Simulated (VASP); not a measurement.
# Ge (P6_3/mmc) in VASP: further runs

The runs below take Ge through single point, with revPBE.

All numbers are computed with VASP 6.6.1; they aren't measurements. Logs are shortened: lines on timing, memory, paths and dates and some standing lists are left out, and cuts for length are marked.

**1. The cell of the first run**

It takes space group P6_3/mmc (No. 194, hexagonal). Conventional cell: a = 3.037 Å, b = 3.037 Å, c = 9.956 Å, α = 90.00°, β = 90.00°, γ = 120.00°. Within 4.0 Å of Ge (site symmetry -3m) lie 12 Ge at 3.04 Å. Within 4.0 Å of Ge (site symmetry -6m2) lie 12 Ge at 3.04 Å.

This isn't the form of Ge at room conditions, which is diamond.

**2. Single point, revPBE**

Contents of INCAR:

```
SYSTEM = Ge
PREC = Accurate
ENCUT = 520
EDIFF = 1E-7
ISMEAR = -1
SIGMA = 0.1
LREAL = .FALSE.
LASPH = .TRUE.
NELM = 100
ALGO = Normal
ISIF = 2
LWAVE = .FALSE.
LCHARG = .FALSE.
GGA = RE
NBANDS = 36
```

Contents of KPOINTS:

```
Automatic mesh
0
G
  16 16 5
  0 0 0
```

Contents of POSCAR:

```
Ge
1.0
    3.0367277957      0.0000000000      0.0000000000
   -1.5183638978      2.6298834154      0.0000000000
    0.0000000000      0.0000000000      9.9556797359
Ge
4
Direct
    1.0000000000      1.0000000000      0.0000000000
    1.0000000000      1.0000000000      0.5000000000
    0.3333333333      0.6666666667      0.2500000000
    0.6666666667      0.3333333333      0.7500000000
```

Potentials or basis: VASP PAW PBE potentials, release 64 (Ge_d).

Run with:

```bash
$ cat potpaw_PBE.64/Ge_d/POTCAR > POTCAR
$ mpirun -np 1 vasp_std > vasp.out
```

OUTCAR:

```text
SYSTEM = Ge
   PREC = Accurate
   ENCUT = 520
   EDIFF = 1E-7
   ISMEAR = -1
   LREAL = .FALSE.
   LASPH = .TRUE.
   NELM = 100
   ISIF = 2
   GGA = RE

 ion  position               nearest neighbor table
   1  0.000  0.000  0.000-
   2  0.000  0.000  0.500-
   3  0.333  0.667  0.250-
   4  0.667  0.333  0.750-

  LATTYP: Found a hexagonal cell.
 ALAT       =     3.0367277957
 C/A-ratio  =     3.2784234893

  Lattice vectors:

 A1 = (   3.0367277957,   0.0000000000,   0.0000000000)
 A2 = (  -1.5183638978,   2.6298834154,   0.0000000000)
 A3 = (   0.0000000000,   0.0000000000,   9.9556797359)

Analysis of symmetry for initial positions (statically):
=====================================================================
 Subroutine PRICEL returns:
 Original cell was already a primitive cell.

 Routine SETGRP: Setting up the symmetry group for a
 hexagonal supercell.

 Subroutine GETGRP returns: Found 24 space group operations
 (whereof 12 operations were pure point group operations)
 out of a pool of 24 trial point group operations.

The static configuration has the point symmetry D_3d.
 The point group associated with its full space group is D_6h.

Analysis of symmetry for dynamics (positions and initial velocities):
=====================================================================
 Subroutine PRICEL returns:
 Original cell was already a primitive cell.

 Routine SETGRP: Setting up the symmetry group for a
 hexagonal supercell.

 Subroutine GETGRP returns: Found 24 space group operations
 (whereof 12 operations were pure point group operations)
 out of a pool of 24 trial point group operations.

The dynamic configuration has the point symmetry D_3d.
 The point group associated with its full space group is D_6h.

 Subroutine INISYM returns: Found 24 space group operations
 (whereof 12 operations are pure point group operations),
 and found     1 'primitive' translations

----------------------------------------------------------------------------------------

                                     Primitive cell

  volume of cell :      79.5084

  direct lattice vectors                    reciprocal lattice vectors
     3.036727796  0.000000000  0.000000000     0.329301823  0.190122496  0.000000000
    -1.518363898  2.629883415  0.000000000     0.000000000  0.380244993  0.000000000
     0.000000000  0.000000000  9.955679736     0.000000000  0.000000000  0.100445176

  length of vectors
     3.036727796  3.036727796  9.955679736     0.380244993  0.380244993  0.100445176

  position of ions in fractional coordinates (direct lattice)
     0.000000000  0.000000000  0.000000000
     0.000000000  0.000000000  0.500000000
     0.333333333  0.666666667  0.250000000
     0.666666667  0.333333333  0.750000000

  ion indices of the primitive-cell ions
   primitive index   ion index
                 1           1
                 2           2
                 3           3
                 4           4

----------------------------------------------------------------------------------------

 KPOINTS: Automatic mesh

Automatic generation of k-mesh.
 Grid dimensions read from file:
 generate k-points for:   16   16    5

 Generating k-lattice:

  Cartesian coordinates                     Fractional coordinates (reciprocal lattice)
     0.020581364  0.011882656  0.000000000     0.062500000  0.000000000  0.000000000
     0.000000000  0.023765312  0.000000000     0.000000000  0.062500000  0.000000000
     0.000000000  0.000000000  0.020089035     0.000000000  0.000000000  0.200000000

  Length of vectors
     0.023765312  0.023765312  0.020089035

  Shift w.r.t. Gamma in fractional coordinates (k-lattice)
     0.000000000  0.000000000  0.000000000

 Subroutine IBZKPT returns following result:
 ===========================================

 Found     90 irreducible k-points:

 Following reciprocal coordinates:
            Coordinates               Weight
  0.000000  0.000000  0.000000      1.000000
  0.062500 -0.000000  0.000000      6.000000
  0.125000 -0.000000  0.000000      6.000000
  0.187500 -0.000000  0.000000      6.000000
  0.250000 -0.000000  0.000000      6.000000
  0.312500  0.000000  0.000000      6.000000
[... 16 lines left out ...]
  0.187500  0.187500  0.000000      6.000000
  0.250000  0.187500  0.000000     12.000000
 [... further k-points ...]
   k-points           NKPTS =     90   k-points in BZ     NKDIM =     90   number of bands    NBANDS=     36
   number of dos      NEDOS =    301   number of ions     NIONS =      4
   total plane-waves  NPLWV =  46080
   dimension x,y,z NGX =    24 NGY =   24 NGZ =   80
   dimension x,y,z NGXF=    48 NGYF=   48 NGZF=  160
   ions per type =               4
   NGX,Y,Z   is equivalent  to a cutoff of  13.14, 13.14, 13.36 a.u.
   NGXF,Y,Z  is equivalent  to a cutoff of  26.28, 26.28, 26.72 a.u.
 SYSTEM =  Ge
   PREC   = accura    normal or accurate (medium, high low for compatibility)
   ISTART =      0    job   : 0-new  1-cont  2-samecut
   ICHARG =      2    charge: 1-file 2-atom 10-const
   ISPIN  =      1    spin polarized calculation?
   LNONCOLLINEAR =      F non collinear calculations
   LSORBIT =      F    spin-orbit coupling
   LASPH  =      T    aspherical Exc in radial PAW
   ENCUT  =  520.0 eV  38.22 Ry    6.18 a.u.   5.65  5.65 18.51*2*pi/ulx,y,z
   NELM   =    100;   NELMIN=  2; NELMDL= -5     # of ELM steps
   EDIFF  = 0.1E-06   stopping-criterion for ELM
   LREAL  =      F    real-space projection
   EDIFFG = 0.1E-05   stopping-criterion for IOM
   NSW    =      0    number of steps for IOM
   IBRION =     -1    ionic relax: 0-MD 1-quasi-New 2-CG
   NFREE  =      0    steps in history (QN), initial steepest desc. (CG)
   ISIF   =      2    stress and relaxation
   ISYM   =      2    0-nonsym 1-usesym 2-fastsym
   POTIM  = 0.5000    time-step for ionic-motion
   TEBEG  =    0.0;   TEEND  =   0.0 temperature during run
   PSTRESS=    0.0 pullay stress
   NELECT =      56.0000    total number of electrons
   NUPDOWN=      -1.0000    fix difference up-down
   EMIN   =  10.00;   EMAX   =-10.00  energy-range for DOS
   EFERMI =   0.00;   METHOD = LEGACY
   ISMEAR =    -1;   SIGMA  =   0.10  broadening in eV -4-tet -1-fermi 0-gaus
   EFERMI_NEDOS =   21; number of points for ismear=-14 and -15
   IALGO  =     38    algorithm
   IMIX   =      4    mixing-type and parameters
     AMIX     =   0.40;   BMIX     =  1.00
     AMIX_MAG =   1.60;   BMIX_MAG =  1.00
  volume/ion in A,a.u.               =      19.88       134.14
  Fermi-wavevector in a.u.,A,eV,Ry     =   1.456576  2.752529 28.866297  2.121613
  Thomas-Fermi vector in A             =   2.573478
   LORBIT       =      0    0 simple, 1 ext, 2 COOP (PROOUT), +10 PAW based schemes
   GGA     = RE    functional components
   LHFCALC =     F    Hartree Fock is set to
   AEXX    =    0.0000 exact exchange contribution
   IVDW    =     0    specifies the selected vdW correction
   LEPSILON=     F    determine dielectric tensor
   LRPA    =     F    only Hartree local field effects (RPA)
 non-spin polarized calculation
  energy-cutoff  :      520.00
  volume of cell :       79.51
 maximum number of plane-waves:      2170
 NGX is ok and might be reduce to    24
   NGX = 11   NGY = 11   NGZ = 37

 number of electron      56.0000028 magnetization

 Free energy of the ion-electron system (eV)
  ---------------------------------------------------
  ext. energy  EPLUGINS =         0.00000000
  ---------------------------------------------------
  free energy    TOTEN  =       -15.54810007 eV

  energy without entropy =      -15.47660165  energy(sigma->0) =      -15.51235086

 E-fermi :   6.3567     XC(G=0): -10.9644

 val. band max:        6.3390289420   @ k =   0.2500   0.0625   0.4000
 cond. band min:       6.3602192834   @ k =   0.2500  -0.0000   0.2000
 fundamental gap:      0.0211903414
 Fermi energy:         6.3566690501

 k-point     1 :       0.0000    0.0000    0.0000
  band No.  band energies     occupation
      1     -18.4549      2.00000
      2     -18.4540      2.00000
      3     -18.4482      2.00000
      4     -18.4482      2.00000
      5     -18.4434      2.00000
      6     -18.4434      2.00000
[... 28 lines left out ...]
     35      14.7803      0.00000
     36      14.8536      0.00000

 k-point     2 :       0.0625   -0.0000    0.0000
  band No.  band energies     occupation
      1     -18.4540      2.00000
      2     -18.4534      2.00000
      3     -18.4480      2.00000
      4     -18.4454      2.00000
      5     -18.4445      2.00000
      6     -18.4406      2.00000
[... 28 lines left out ...]
     35      14.7559      0.00000
     36      14.8550      0.00000

 k-point     3 :       0.1250   -0.0000    0.0000
  band No.  band energies     occupation
      1     -18.4559      2.00000
      2     -18.4531      2.00000
      3     -18.4459      2.00000
      4     -18.4429      2.00000
      5     -18.4375      2.00000
      6     -18.4363      2.00000
[... 28 lines left out ...]
     35      14.4232      0.00000
     36      14.8133      0.00000

 k-point     4 :       0.1875   -0.0000    0.0000
  band No.  band energies     occupation
      1     -18.4612      2.00000
      2     -18.4571      2.00000
      3     -18.4424      2.00000
      4     -18.4413      2.00000
      5     -18.4346      2.00000
      6     -18.4309      2.00000
[... 28 lines left out ...]
     35      13.7389      0.00000
     36      14.4819      0.00000

 k-point     5 :       0.2500   -0.0000    0.0000
  band No.  band energies     occupation
      1     -18.4683      2.00000
      2     -18.4616      2.00000
      3     -18.4481      2.00000
      4     -18.4401      2.00000
      5     -18.4358      2.00000
      6     -18.4290      2.00000
[... 655 lines left out ...]
 k-point    22 :       0.4375    0.1250    0.0000
  band No.  band energies     occupation
      1     -18.4748      2.00000
      2     -18.4662      2.00000
      3     -18.4605      2.00000
      4     -18.4455      2.00000
      5     -18.4414      2.00000
      6     -18.4343      2.00000
[... 28 lines left out ...]
     35      11.3610      0.00000
     36      11.4272      0.00000

 k-point    23 :       0.1875    0.1875    0.0000
  band No.  band energies     occupation
      1     -18.4555      2.00000
      2     -18.4528      2.00000
      3     -18.4507      2.00000
      4     -18.4457      2.00000
      5     -18.4364      2.00000
      6     -18.4326      2.00000
[... 28 lines left out ...]
     35      10.7138      0.00000
     36      11.9937      0.00000

 k-point    24 :       0.2500    0.1875    0.0000
  band No.  band energies     occupation
      1     -18.4574      2.00000
      2     -18.4571      2.00000
      3     -18.4484      2.00000
      4     -18.4421      2.00000
      5     -18.4383      2.00000
      6     -18.4345      2.00000
[... 28 lines left out ...]
     35      10.5211      0.00000
     36      11.0106      0.00000

 [... further k-points ...]

------------------------ aborting loop because EDIFF is reached ----------------------------------------

  FORCE on cell =-STRESS in cart. coord.  units (eV):
  Direction    XX          YY          ZZ          XY          YZ          ZX
  --------------------------------------------------------------------------------------
  -------------------------------------------------------------------------------------
  Total        0.0100749      0.0100749      0.4644111      0.0000000      0.0000000     -0.0000000
  in kB        0.2030201      0.2030201      9.3583631      0.0000000      0.0000000     -0.0000000
  external PRESSURE =       3.2548011 kB  Pullay stress =       0.0000000 kB

 VOLUME and BASIS-vectors are now :
 -----------------------------------------------------------------------------
  energy-cutoff  :      520.00
  volume of cell :       79.51
      direct lattice vectors                 reciprocal lattice vectors
     3.036727796  0.000000000  0.000000000     0.329301823  0.190122496  0.000000000
    -1.518363898  2.629883415  0.000000000     0.000000000  0.380244993  0.000000000
     0.000000000  0.000000000  9.955679736     0.000000000  0.000000000  0.100445176

 POSITION                                       TOTAL-FORCE (eV/Angst)
 -----------------------------------------------------------------------------------
      0.00000      0.00000      0.00000        -0.000000      0.000000      0.000000
      0.00000      0.00000      4.97784        -0.000000      0.000000      0.000000
     -0.00000      1.75326      2.48892        -0.000000      0.000000     -0.000000
      1.51836      0.87663      7.46676         0.000000     -0.000000     -0.000000
 -----------------------------------------------------------------------------------
    total drift:                               -0.000000      0.000000     -0.000000

  FREE ENERGIE OF THE ION-ELECTRON SYSTEM (eV)
  ---------------------------------------------------
  free  energy   TOTEN  =       -15.5481000713 eV

  energy  without entropy=      -15.4766016451  energy(sigma->0) =      -15.51235086
```

Wall time 2.1 min (1 thread of Intel Xeon Platinum 8488C (Sapphire Rapids), shared host); peak memory 0.31 GiB.

What came out:

| Property | Result |
| --- | --- |
| Free energy | -15.5481 eV |
| Pressure | 0.3 GPa |
| Band gap on the k mesh | zero (bands 28 and 29 overlap by 8.99 eV) |

Caveat: the PAW data sets were made with another functional, which shifts forces and pressure a little.

**3. Single point, revPBE (19.88 Å³/atom)**

Contents of INCAR:

```
PREC = Accurate
ENCUT = 520
EDIFF = 1E-6
ISMEAR = -1
SIGMA = 0.1
LREAL = F
LASPH = T
NELM = 100
ALGO = Normal
ISIF = 2
LWAVE = F
LCHARG = F
GGA = RE
NBANDS = 36
```

Contents of KPOINTS:

```
Automatic mesh
0
Gamma
  16 16 5
```

POSCAR is that of step 2.

Potentials or basis: VASP PAW PBE potentials, release 64 (Ge_d).

Run with:

```bash
$ cat potpaw_PBE.64/Ge_d/POTCAR > POTCAR
$ mpirun -np 1 vasp_std > vasp.out
```

Run time: 2.2 min. Hardware: 1 thread of Intel Xeon Platinum 8488C (Sapphire Rapids), shared host; peak memory 0.31 GiB.

Results (log left out):

```yaml
Free_energy: -15.5481 eV
Pressure: 0.3 GPa
Band_gap_on_the_k_mesh: zero (bands 28 and 29 overlap by 8.99 eV)
```

Stress tensor (GPa, compression positive):
```
0.03 0.00 0.00
0.00 0.03 0.00
0.00 0.00 0.94
```

Levels at points of the mesh, in eV from the Fermi level:
```
           k point  band 24  band 25  band 26  band 27  band 28  band 29  band 30  band 31  band 32  band 33
(0.00, 0.00, 0.00)    -7.84    -5.27     1.06     1.06     6.55     6.55     7.28     7.28     7.45     7.45
(0.50, 0.00, 0.00)    -6.15    -5.01    -4.66    -2.34    -1.87    -0.35     0.54     2.58     4.01     4.02
```

Caveat: the PAW data sets were made with another functional, which shifts forces and pressure a little.

**4. Single point, revPBE (20.67 Å³/atom)**

This run uses another cell than the first one, of 20.67 Å³/atom.

Contents of INCAR:

```
PREC = Accurate
ENCUT = 520
EDIFF = 1E-6
ISMEAR = -1
SIGMA = 0.1
LREAL = False
LASPH = True
NELM = 80
ALGO = Normal
ISIF = 2
LWAVE = False
LCHARG = True
GGA = RE
LELF = True
LVHAR = True
NBANDS = 36
```

Contents of KPOINTS:

```
regular mesh
0
Gamma
  16 16 5
```

Contents of POSCAR:

```
Ge
1.0
    3.0766893230      0.0000000000      0.0000000000
   -1.5383446615      2.6644911133      0.0000000000
    0.0000000000      0.0000000000     10.0866905459
Ge
4
Direct
    1.0000000000      1.0000000000      0.0000000000
    1.0000000000      1.0000000000      0.5000000000
    0.3333333333      0.6666666667      0.2500000000
    0.6666666667      0.3333333333      0.7500000000
```

Run with:

```bash
$ cat potpaw_PBE.64/Ge_d/POTCAR > POTCAR
$ mpirun -np 1 vasp_std > vasp.out
```

Run time: 2.1 min. Hardware: 1 thread of Intel Xeon Platinum 8488C (Sapphire Rapids), shared host; peak memory 0.31 GiB.

The run converged. Its results:

```
Free energy            : -15.5259 eV
Pressure               : -2.1 GPa
Band gap on the k mesh : zero (bands 28 and 29 overlap by 8.60 eV)
```

Stress tensor (GPa, compression positive):
```
-2.35  0.00  0.00
 0.00 -2.35  0.00
 0.00  0.00 -1.50
```

Levels at points of the mesh, in eV from the Fermi level:
```
           k point  band 25  band 26  band 27  band 28  band 29  band 30  band 31  band 32
(0.00, 0.00, 0.00)    -5.04     1.01     1.01     6.29     6.29     7.00     7.00     7.15
(0.50, 0.00, 0.00)    -4.79    -4.46    -2.33    -1.83    -0.29     0.58     2.52     3.88
```

Caveat: the PAW data sets were made with another functional, which shifts forces and pressure a little.

The gap in the log of VASP goes by the Fermi energy; the results here count the filled bands.